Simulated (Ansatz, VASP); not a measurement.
**One calculation of Na, two programs**

Contents of INCAR:

```
SYSTEM = Na
PREC     = Accurate       ! precision mode
ENCUT    = 520            ! plane-wave cutoff, eV
EDIFF    = 1E-6           ! SCF threshold, eV
ISMEAR   = 0              ! smearing method
SIGMA    = 0.15           ! smearing width, eV
LREAL    = .FALSE.        ! projectors in reciprocal space
LASPH    = .TRUE.         ! aspherical terms in the spheres
NELM     = 100            ! most SCF steps
ALGO     = Normal         ! electronic algorithm
ISIF     = 2              ! what is computed and relaxed
LWAVE    = .FALSE.        ! write WAVECAR
LCHARG   = .FALSE.        ! write CHGCAR
GGA      = PE             ! functional
NBANDS   = 10             ! bands
```

The input KPOINTS:

```
Automatic mesh
0
G
  16 16 16
  0 0 0
```

File POSCAR:

```
Na
1.0
   -2.1175000000      2.1175000000      2.2233750000
    2.1175000000     -2.1175000000      2.2233750000
    2.1175000000      2.1175000000     -2.2233750000
Na
1
Direct
    0.0000000000      0.0000000000      0.0000000000
```

Input for Ansatz:

```yaml
crystal:
  lattice:
    - [-2.1175, 2.1175, 2.223375]
    - [2.1175, -2.1175, 2.223375]
    - [2.1175, 2.1175, -2.223375]
  atoms:
    - { symbol: Na, position: [0.0, 0.0, 0.0] }
basis:
  ecutwfc: 420
kpoints:
  mp_grid: { grid: [16, 16, 16] }
hamiltonian:
  xc: pbe
scf:
  occupations: { method: gaussian, width: 0.15 }
output:
  forces: true
  stress: true
  eigenvalues: true
```

Change from the starting cell: strain +0.000 along x and y, +0.050 along z, atoms carried along.

Alike in both runs: task single point; functional PBE; k mesh 16 × 16 × 16; occupations gaussian, width 0.15 eV; no spin polarisation.

|  | VASP | Ansatz |
| --- | --- | --- |
| version | VASP 6.6.1 | Ansatz 0.2.0 |
| potentials or method | VASP PAW PBE potentials, release 64 (Na_pv), cutoff 520 eV | scalar-relativistic, plane waves, PAW |
| valence electrons in the cell | 7 | 9 |

```csv
,VASP,Ansatz,Ansatz less VASP
gap on the k mesh at the Fermi level (eV),none,none,-
pressure (GPa),-0.5,-0.5,+0.02
```

A gap of «none» marks a metal or a gap that the smearing closes. The functional is the same, so the differences come from potentials, cutoffs and numerics. VASP's potentials hold 7 valence electrons a cell and Ansatz's 9, so a difference there can come from the potentials and not from the codes.
